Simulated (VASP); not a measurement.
Here is a VASP 6.6.1 calculation.

INCAR

```
PREC = Accurate
ENCUT = 520
EDIFF = 1E-6
ISMEAR = 0
SIGMA = 0.05
LREAL = False
LASPH = True
NELM = 60
ALGO = Normal
ISIF = 2
LWAVE = False
LCHARG = False
GGA = PE
NBANDS = 11
```

Contents of KPOINTS:

```
Automatic mesh
0
Gamma
  10 10 10
```

Contents of POSCAR:

```
MgO
1.0
    0.0000000000      2.1269229054      2.0205767601
    2.1269229054      0.0000000000      2.0205767601
    2.1269229054      2.1269229054      0.0000000000
Mg O
1 1
Direct
    0.0000000000      0.0000000000      0.0000000000
    0.5000000000      0.5000000000      0.5000000000
```

Potentials or basis: VASP PAW PBE potentials, release 64 (Mg, O).

Run with:

```console
$ cat potpaw_PBE.64/Mg/POTCAR potpaw_PBE.64/O/POTCAR > POTCAR
$ mpirun -np 1 vasp_std > vasp.out
```

(1) Estimate the band gap on the k mesh.

(2) What does it give for the pressure?

## Answers

(1) 4.88 eV, direct.

(2) 8.7 GPa.

Caveat: the cell differs from its parent crystal (strain +0.000 along x and y, -0.050 along z).
